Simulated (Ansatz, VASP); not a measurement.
## Zr2Ti3C5: VASP beside Ansatz

Contents of INCAR:

```
SYSTEM = Zr2Ti3C5
PREC = Accurate ; ENCUT = 520
EDIFF = 1E-6 ; ISMEAR = 0
SIGMA = 0.2 ; LREAL = .False.
LASPH = .True. ; NELM = 80
ALGO = Normal ; ISIF = 2
LWAVE = .False. ; LCHARG = .True.
GGA = PE ; LELF = .True.
LVHAR = .True. ; NBANDS = 51
```

File KPOINTS:

```
regular mesh
0
Gamma
  8 8 8
  0 0 0
```

Contents of POSCAR:

```
Zr2Ti3C5
1.0
    0.0000000000     -3.1956336000      0.0000000000
    3.1956336000      0.0000000000      0.0000000000
   -1.5978168000      1.5978168000     11.1975973000
Zr Ti C
2 3 5
Direct
    0.1961520000      0.1961520000      0.3923040000
    0.8038480000      0.8038480000      0.6076960000
    0.5946580000      0.5946580000      0.1893160000
    0.4053420000      0.4053420000      0.8106840000
    0.0000000000      0.0000000000      0.0000000000
    0.6955480000      0.6955480000      0.3910960000
    0.3044520000      0.3044520000      0.6089040000
    0.9056630000      0.9056630000      0.8113260000
    0.5000000000      0.5000000000      0.0000000000
    0.0943370000      0.0943370000      0.1886740000
```

Input for Ansatz:

```yaml
crystal:
  lattice:
    - [0.0, -3.1956336, 0.0]
    - [3.1956336, 0.0, 0.0]
    - [-1.5978168, 1.5978168, 11.1975973]
  atoms:
    - { symbol: Zr, position: [0.196152, 0.196152, 0.392304] }
    - { symbol: Zr, position: [0.803848, 0.803848, 0.607696] }
    - { symbol: Ti, position: [0.594658, 0.594658, 0.189316] }
    - { symbol: Ti, position: [0.405342, 0.405342, 0.810684] }
    - { symbol: Ti, position: [0.0, 0.0, 0.0] }
    - { symbol: C, position: [0.695548, 0.695548, 0.391096] }
    - { symbol: C, position: [0.304452, 0.304452, 0.608904] }
    - { symbol: C, position: [0.905663, 0.905663, 0.811326] }
    - { symbol: C, position: [0.5, 0.5, 0.0] }
    - { symbol: C, position: [0.094337, 0.094337, 0.188674] }
basis:
  ecutwfc: 420
kpoints:
  mp_grid: { grid: [8, 8, 8] }
hamiltonian:
  xc: pbe
scf:
  occupations: { method: gaussian, width: 0.2 }
  lower_state_search: "off"
output:
  forces: true
  stress: true
  eigenvalues: true
```

Alike in both runs: task single point; functional PBE; k mesh 8 × 8 × 8; occupations gaussian, width 0.2 eV; no spin polarisation.

|  | VASP | Ansatz |
| --- | --- | --- |
| version | VASP 6.6.1 | Ansatz 0.2.0 |
| potentials or method | VASP PAW PBE potentials, release 64 (Zr_sv, Ti_sv, C), cutoff 520 eV | scalar-relativistic, plane waves, PAW |
| valence electrons in the cell | 80 | 80 |

```tsv
	VASP	Ansatz	Ansatz less VASP
gap on the k mesh at the Fermi level (eV)	none	none	-
pressure (GPa)	0.3	0.0	-0.25
```

A gap of «none» marks a metal or a gap that the smearing closes.
